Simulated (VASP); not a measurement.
# Ti2O (P-3m1) in VASP: further runs, part 2 of 2

VASP 6.6.1. The steps go on from the part before.

### Step 4. Single point, r2SCAN

This run uses another cell than the first one, of 11.87 Å³/atom, 1.018 times its volume.

File POSCAR:

```
Ti2O
1.0
    2.9315980429      0.0000000000      0.0000000000
   -1.4657990214      2.5388383788      0.0000000000
    0.0000000000      0.0000000000      4.7847128799
Ti O
2 1
Direct
    0.6666666667      0.3333333333      0.2692656111
    0.3333333333      0.6666666667      0.7307343889
    0.0000000000      0.0000000000      0.0000000000
```

File INCAR.step1:

```
PREC     = Accurate       # precision mode
ENCUT    = 520            # plane-wave cutoff, eV
ISMEAR   = 1              # smearing method
SIGMA    = 0.1            # smearing width, eV
LREAL    = F              # projectors in reciprocal space
LASPH    = T              # aspherical terms in the spheres
NELM     = 100            # most SCF steps
NBANDS   = 22             # bands
GGA      = PE             # functional
ALGO     = Normal         # electronic algorithm
EDIFF    = 1E-4           # SCF threshold, eV
LWAVE    = T              # write WAVECAR
LCHARG   = F              # write CHGCAR
```

File INCAR.step2:

```
PREC     = Accurate       # precision mode
ENCUT    = 520            # plane-wave cutoff, eV
EDIFF    = 1E-6           # SCF threshold, eV
ISMEAR   = 1              # smearing method
SIGMA    = 0.1            # smearing width, eV
LREAL    = F              # projectors in reciprocal space
LASPH    = T              # aspherical terms in the spheres
NELM     = 100            # most SCF steps
ALGO     = Normal         # electronic algorithm
ISIF     = 2              # what is computed and relaxed
LWAVE    = F              # write WAVECAR
LCHARG   = F              # write CHGCAR
METAGGA  = R2SCAN         # meta-GGA
LMIXTAU  = T            
NBANDS   = 22             # bands
ISTART   = 1
```

File KPOINTS:

```
Automatic mesh
0
Gamma
  13 13 7
```

On the command line:

```console
$ cat potpaw_PBE.64/Ti_sv/POTCAR potpaw_PBE.64/O/POTCAR > POTCAR
$ cp INCAR.step1 INCAR
$ mpirun -np 1 vasp_std > vasp.out
$ cp INCAR.step2 INCAR
$ mpirun -np 1 vasp_std > vasp.out
```

It took 1.9 min on 1 thread of Intel Xeon 6975P-C (Granite Rapids), shared host; peak memory 0.22 GiB.

It converged, with:

```yaml
Free_energy: -37.8450 eV
Pressure: 5.0 GPa
Largest_force: 0.058 eV/Å
Band_gap_on_the_k_mesh: zero (band 15 reaches 10.82 eV, above the bottom of band 16 at 9.89 eV)
```

Forces on the atoms (eV/Å):
```
Ti   0.000  0.000  0.058
Ti   0.000  0.000 -0.058
O    0.000  0.000  0.000
```

Levels at points of the mesh, in eV from the Fermi level:
```csv
k point,band 11,band 12,band 13,band 14,band 15,band 16,band 17,band 18,band 19,band 20
"(0.00, 0.00, 0.00)",-6.49,-6.49,-4.12,-0.37,0.21,0.58,0.58,1.14,1.14,1.35
```

Caveat: the PAW data sets were made with another functional, which shifts forces and pressure a little.

### Step 5. Single point, r2SCAN

This run uses another cell than the first one, of 11.99 Å³/atom, 1.028 times its volume.

File POSCAR:

```
Ti2O
1.0
    2.9415970721      0.0000000000      0.0000000000
   -1.4707985361      2.5474977922      0.0000000000
    0.0000000000      0.0000000000      4.7980671911
Ti O
2 1
Direct
    0.6666666667      0.3333333333      0.2689455822
    0.3333333333      0.6666666667      0.7310544178
    0.0000000000      0.0000000000      0.0000000000
```

File INCAR.step1:

```
SYSTEM = Ti2O
ALGO     = Normal         ! electronic algorithm
EDIFF    = 1E-4           ! SCF threshold, eV
ENCUT    = 520            ! plane-wave cutoff, eV
GGA      = PE             ! functional
ISMEAR   = 1              ! smearing method
LASPH    = .True.         ! aspherical terms in the spheres
LCHARG   = .False.        ! write CHGCAR
LREAL    = .False.        ! projectors in reciprocal space
LWAVE    = .True.         ! write WAVECAR
NBANDS   = 22             ! bands
NELM     = 60             ! most SCF steps
PREC     = Accurate       ! precision mode
SIGMA    = 0.1            ! smearing width, eV
```

File INCAR.step2:

```
SYSTEM = Ti2O
ALGO     = Normal         ! electronic algorithm
EDIFF    = 1E-7           ! SCF threshold, eV
ENCUT    = 520            ! plane-wave cutoff, eV
ISIF     = 2              ! what is computed and relaxed
ISMEAR   = 1              ! smearing method
ISTART   = 1            
LASPH    = .True.         ! aspherical terms in the spheres
LCHARG   = .True.         ! write CHGCAR
LELF     = .True.         ! ELF
LMIXTAU  = .True.       
LREAL    = .False.        ! projectors in reciprocal space
LVHAR    = .True.       
LWAVE    = .False.        ! write WAVECAR
METAGGA  = R2SCAN         ! meta-GGA
NBANDS   = 22             ! bands
NELM     = 60             ! most SCF steps
PREC     = Accurate       ! precision mode
SIGMA    = 0.1            ! smearing width, eV
```

File KPOINTS:

```
k-points
0
Gamma
  13 13 7
  0 0 0
```

Potentials or basis: VASP PAW PBE potentials, release 64 (Ti_sv, O).

On the command line:

```console
$ cat potpaw_PBE.64/Ti_sv/POTCAR potpaw_PBE.64/O/POTCAR > POTCAR
$ cp INCAR.step1 INCAR
$ mpirun -np 1 vasp_std > vasp.out
$ cp INCAR.step2 INCAR
$ mpirun -np 1 vasp_std > vasp.out
```

OUTCAR:

```text
SYSTEM = Ti2O
   EDIFF = 1E-7
   ENCUT = 520
   ISIF = 2
   ISMEAR = 1
   ISTART = 1
   LASPH = .True.
   LREAL = .False.
   METAGGA = R2SCAN
   NELM = 60
   PREC = Accurate

 ion  position               nearest neighbor table
   1  0.667  0.333  0.269-   3 2.13   3 2.13   3 2.13   2 2.79   2 2.79   2 2.79
   2  0.333  0.667  0.731-   3 2.13   3 2.13   3 2.13   1 2.79   1 2.79   1 2.79
   3  0.000  0.000  0.000-   1 2.13   2 2.13   1 2.13   2 2.13   1 2.13   2 2.13

  LATTYP: Found a hexagonal cell.
 ALAT       =     2.9415970721
[... 795 lines left out ...]

  FORCE on cell =-STRESS in cart. coord.  units (eV):
  Direction    XX          YY          ZZ          XY          YZ          ZX
  --------------------------------------------------------------------------------------
  -------------------------------------------------------------------------------------
  Total        0.6943859      0.6943859      0.6937259     -0.0000000      0.0000000      0.0000000
  in kB       30.9419838     30.9419838     30.9125757     -0.0000000      0.0000000      0.0000000
  external PRESSURE =      30.9321811 kB  Pullay stress =       0.0000000 kB

 VOLUME and BASIS-vectors are now :
 -----------------------------------------------------------------------------
  energy-cutoff  :      520.00
  volume of cell :       35.96
      direct lattice vectors                 reciprocal lattice vectors
     2.941597072  0.000000000  0.000000000     0.339951385  0.196271024  0.000000000
    -1.470798536  2.547497792  0.000000000     0.000000000  0.392542048  0.000000000
     0.000000000  0.000000000  4.798067191     0.000000000  0.000000000  0.208417256

 POSITION                                       TOTAL-FORCE (eV/Angst)
 -----------------------------------------------------------------------------------
      1.47080      0.84917      1.29042         0.000000      0.000000      0.062456
     -0.00000      1.69833      3.50765        -0.000000     -0.000000     -0.062456
      0.00000      0.00000      0.00000         0.000000      0.000000      0.000000
 -----------------------------------------------------------------------------------
    total drift:                                0.000000     -0.000000     -0.000000

  FREE ENERGIE OF THE ION-ELECTRON SYSTEM (eV)
  ---------------------------------------------------
  free  energy   TOTEN  =       -37.8541011960 eV

  energy  without entropy=      -37.8535610757  energy(sigma->0) =      -37.85392116
```

OSZICAR.step1:

```text
N       E                     dE             d eps       ncg     rms          rms(c)
DAV:   1     0.346112992171E+03    0.34611E+03   -0.15335E+04  5568   0.172E+03
DAV:   2     0.119084709567E+02   -0.33420E+03   -0.32013E+03  5928   0.483E+02
DAV:   3    -0.271330657640E+02   -0.39042E+02   -0.38163E+02  8596   0.146E+02
DAV:   4    -0.302068624489E+02   -0.30738E+01   -0.30553E+01  7376   0.365E+01
DAV:   5    -0.303260987352E+02   -0.11924E+00   -0.11922E+00  7324   0.628E+00    0.172E+01
DAV:   6    -0.262182112161E+02    0.41079E+01   -0.21763E+01  7386   0.452E+01    0.532E+00
DAV:   7    -0.260423086054E+02    0.17590E+00   -0.18520E+00  7758   0.106E+01    0.323E+00
DAV:   8    -0.260337433732E+02    0.85652E-02   -0.23169E-01  7282   0.409E+00    0.101E+00
DAV:   9    -0.260364807466E+02   -0.27374E-02   -0.44215E-02  8428   0.189E+00    0.524E-01
DAV:  10    -0.260376218176E+02   -0.11411E-02   -0.92922E-03  6972   0.826E-01    0.643E-02
DAV:  11    -0.260375966246E+02    0.25193E-04   -0.62601E-04  7584   0.322E-01
   1 F= -.26037597E+02 E0= -.26037483E+02  d E =-.342244E-03
```

Wall time 2.8 min (1 thread of Intel Xeon 6975P-C (Granite Rapids), shared host); peak memory 0.22 GiB.

Results:

- Free energy: -37.8541 eV
- Pressure: 3.1 GPa
- Largest force: 0.062 eV/Å
- Band gap on the k mesh: zero (band 15 reaches 10.69 eV, above the bottom of band 16 at 9.79 eV)

Forces in eV/Å, atoms in the order of the input:
```
Ti   0.000  0.000  0.062
Ti   0.000  0.000 -0.062
O    0.000  0.000  0.000
```

Caveat: the PAW data sets were made with another functional, which shifts forces and pressure a little.

### Step 6. Single point, r2SCAN

This run uses another cell than the first one, of 12.11 Å³/atom, 1.038 times its volume.

File POSCAR:

```
Ti2O
1.0
    2.9523576876      0.0000000000      0.0000000000
   -1.4761788438      2.5568167585      0.0000000000
    0.0000000000      0.0000000000      4.8110115728
Ti O
2 1
Direct
    0.6666666667      0.3333333333      0.2685932630
    0.3333333333      0.6666666667      0.7314067370
    0.0000000000      0.0000000000      0.0000000000
```

File INCAR.step1:

```
SYSTEM = Ti2O
PREC     = Accurate       ! precision mode
ENCUT    = 520            ! plane-wave cutoff, eV
ISMEAR   = 1              ! smearing method
SIGMA    = 0.1            ! smearing width, eV
LREAL    = .FALSE.        ! projectors in reciprocal space
LASPH    = .TRUE.         ! aspherical terms in the spheres
NELM     = 100            ! most SCF steps
NBANDS   = 22             ! bands
GGA      = PE             ! functional
ALGO     = Normal         ! electronic algorithm
EDIFF    = 1E-4           ! SCF threshold, eV
LWAVE    = .TRUE.         ! write WAVECAR
LCHARG   = .FALSE.        ! write CHGCAR
```

File INCAR.step2:

```
SYSTEM = Ti2O
PREC     = Accurate       ! precision mode
ENCUT    = 520            ! plane-wave cutoff, eV
EDIFF    = 1E-6           ! SCF threshold, eV
ISMEAR   = 1              ! smearing method
SIGMA    = 0.1            ! smearing width, eV
LREAL    = .FALSE.        ! projectors in reciprocal space
LASPH    = .TRUE.         ! aspherical terms in the spheres
NELM     = 100            ! most SCF steps
ALGO     = Normal         ! electronic algorithm
ISIF     = 2              ! what is computed and relaxed
LWAVE    = .FALSE.        ! write WAVECAR
LCHARG   = .TRUE.         ! write CHGCAR
METAGGA  = R2SCAN         ! meta-GGA
LMIXTAU  = .TRUE.       
LELF     = .TRUE.         ! ELF
LVHAR    = .TRUE.       
NBANDS   = 22             ! bands
ISTART   = 1
```

File KPOINTS:

```
Automatic mesh
0
G
  13 13 7
  0 0 0
```

Potentials or basis: VASP PAW PBE potentials, release 64 (Ti_sv, O).

On the command line:

```console
$ cat potpaw_PBE.64/Ti_sv/POTCAR potpaw_PBE.64/O/POTCAR > POTCAR
$ cp INCAR.step1 INCAR
$ mpirun -np 1 vasp_std > vasp.out
$ cp INCAR.step2 INCAR
$ mpirun -np 1 vasp_std > vasp.out
```

It took 1.9 min on 1 thread of Intel Xeon 6975P-C (Granite Rapids), shared host; peak memory 0.22 GiB.

It converged, with:

| Item | Value |
| --- | --- |
| Free energy | -37.8590 eV |
| Pressure | 0.9 GPa |
| Largest force | 0.065 eV/Å |
| Band gap on the k mesh | zero (band 15 reaches 10.57 eV, above the bottom of band 16 at 9.67 eV) |

Forces on the atoms (eV/Å):
```
Ti   0.000  0.000  0.065
Ti   0.000  0.000 -0.065
O    0.000  0.000  0.000
```

Levels at points of the mesh, in eV from the Fermi level:
```tsv
k point	band 11	band 12	band 13	band 14	band 15	band 16	band 17	band 18	band 19	band 20
(0.00, 0.00, 0.00)	-6.43	-6.43	-4.13	-0.35	0.20	0.57	0.57	1.12	1.12	1.30
```

Caveat: the PAW data sets were made with another functional, which shifts forces and pressure a little.

### Step 7. Summary

| cell | gap on the mesh (eV) | pressure (GPa) | largest force (eV/Å) |
| --- | --- | --- | --- |
| a = 2.913, b = 2.913, c = 4.759 Å, angles 90.0, 90.0, 120.0°, 3 atoms | none | 9.1 | 0.07 |
| a = 2.922, b = 2.922, c = 4.771 Å, angles 90.0, 90.0, 120.0°, 3 atoms | none | 7.1 | 0.06 |
| a = 2.932, b = 2.932, c = 4.785 Å, angles 90.0, 90.0, 120.0°, 3 atoms | none | 5.0 | 0.06 |
| a = 2.942, b = 2.942, c = 4.798 Å, angles 90.0, 90.0, 120.0°, 3 atoms | none | 3.1 | 0.06 |
| a = 2.952, b = 2.952, c = 4.811 Å, angles 90.0, 90.0, 120.0°, 3 atoms | none | 0.9 | 0.06 |

Alike in all rows: task single point; level r2SCAN; potentials or basis VASP PAW PBE potentials, release 64 (Ti_sv, O); no spin polarisation; k mesh 13 × 13 × 7; cutoff (eV) 520; smearing methfessel-paxton 0.1 eV.

Caveats: the PAW data sets were made with another functional, which shifts forces and pressure a little.

Absolute energies hang on the potentials; compare differences alone.
